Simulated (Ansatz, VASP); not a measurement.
**Two plane-wave programs on PtS2**

```
S Pt
1.0
     3.57133    0.00000    0.00000
    -1.78566    5.68351    0.00000
     0.00000    0.00000   23.21198
S Pt
8 4
Cartesian
  1.7856 5.6470 7.5052
  1.7854 2.6729 7.9718
  -0.0002 3.9449 10.2560
  -0.0002 0.8172 10.4775
  1.7858 2.1344 12.7345
  0.0002 4.6902 12.9560
  0.0002 0.2787 15.2402
  1.7857 2.9881 15.7068
  0.0001 4.2464 7.9118
  1.7855 2.3805 10.3662
  0.0002 0.5711 12.8458
  -0.0001 4.3887 15.3002
```

Alike in both runs: task single point; functional PBEsol; k mesh 10 × 6 × 1; occupations gaussian, width 0.05 eV; no spin polarisation.

```csv
,VASP,Ansatz
version,VASP 6.6.1,Ansatz 0.2.0
potentials or method,"VASP PAW PBE potentials, release 64 (S, Pt), cutoff 520 eV","scalar-relativistic, plane waves, PAW"
valence electrons in the cell,88,120
```

|  | VASP | Ansatz | Ansatz less VASP |
| --- | --- | --- | --- |
| gap on the k mesh at the Fermi level (eV) | none | none | - |
| rms of the force components (eV/Å) | 0.011 | 0.003 | -0.0085 |
| work function, face that differs most (eV) | 5.69 | 5.69 | +0.001 |

VASP's potentials were made for PBE, not for PBEsol. A gap of «none» marks a metal or a gap that the smearing closes. With one functional, cell and mesh, what is left measures potentials, basis and numerics. VASP's potentials hold 88 valence electrons a cell and Ansatz's 120, so a difference there can come from the potentials and not from the codes.

Spin-orbit coupling is off throughout.
